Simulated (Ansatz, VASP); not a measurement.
**One calculation of N, two programs**

INCAR

```
ALGO     = Normal         # electronic algorithm
EDIFF    = 1E-6           # SCF threshold, eV
ENCUT    = 520            # plane-wave cutoff, eV
GGA      = PE             # functional
ISIF     = 2              # what is computed and relaxed
ISMEAR   = -1             # smearing method
LASPH    = True           # aspherical terms in the spheres
LCHARG   = False          # write CHGCAR
LREAL    = False          # projectors in reciprocal space
LWAVE    = False          # write WAVECAR
NBANDS   = 12             # bands
NELM     = 80             # most SCF steps
PREC     = Accurate       # precision mode
SIGMA    = 0.02           # smearing width, eV
```

The input KPOINTS:

```
k-points
0
Gamma
  10 10 5
```

The input POSCAR:

```
N
1.0
    3.6290016496      0.0000000000      0.0000000000
   -1.8145008248      3.1428076190      0.0000000000
    0.0000000000      0.0000000000      5.8900000000
N
2
Direct
    0.3333333333      0.6666666667      0.2500000000
    0.6666666667      0.3333333333      0.7500000000
```

Input for Ansatz:

```yaml
crystal:
  lattice:
    - [3.6290016496, 0.0, 0.0]
    - [-1.8145008248, 3.142807619, 0.0]
    - [0.0, 0.0, 5.89]
  atoms:
    - { symbol: "N", position: [0.3333333333, 0.6666666667, 0.25] }
    - { symbol: "N", position: [0.6666666667, 0.3333333333, 0.75] }
kpoints:
  mp_grid: { grid: [10, 10, 5] }
  band_path:
    path:
      - [0.0, 0.0, 0.0]
      - [0.5, 0.0, 0.0]
      - [0.3333333333, 0.3333333333, 0.0]
      - [0.0, 0.0, 0.0]
      - [0.0, 0.0, 0.5]
      - [0.5, 0.0, 0.5]
      - [0.3333333333, 0.3333333333, 0.5]
      - [0.0, 0.0, 0.5]
      - [0.5, 0.0, 0.5]
    npoints: 8
scf:
  occupations: { method: fermi_dirac, width: 0.02 }
hamiltonian:
  xc: pbe
  pseudopotentials: { kind: all_electron, lapw: { basis_error: 0.0005 } }
output:
  forces: true
  stress: true
  eigenvalues: true
  fatbands: true
  populations: true
  dos: { projected: true, de: 0.2, e_range: [-14, 8] }
```

Alike in both runs: task single point; functional PBE; k mesh 10 × 10 × 5; occupations fermi-dirac, width 0.02 eV; no spin polarisation.

|  | VASP | Ansatz |
| --- | --- | --- |
| version | VASP 6.6.1 | Ansatz 0.2.0 |
| potentials or method | VASP PAW PBE potentials, release 64 (N), cutoff 520 eV | all-electron LAPW, scalar-relativistic |

VASP gave:

```
pressure (GPa) : -7.3
```

Q: Which values does Ansatz return?

A: Pressure (GPa): -7.2.

Ansatz ran all-electron here, and VASP with PAW potentials.
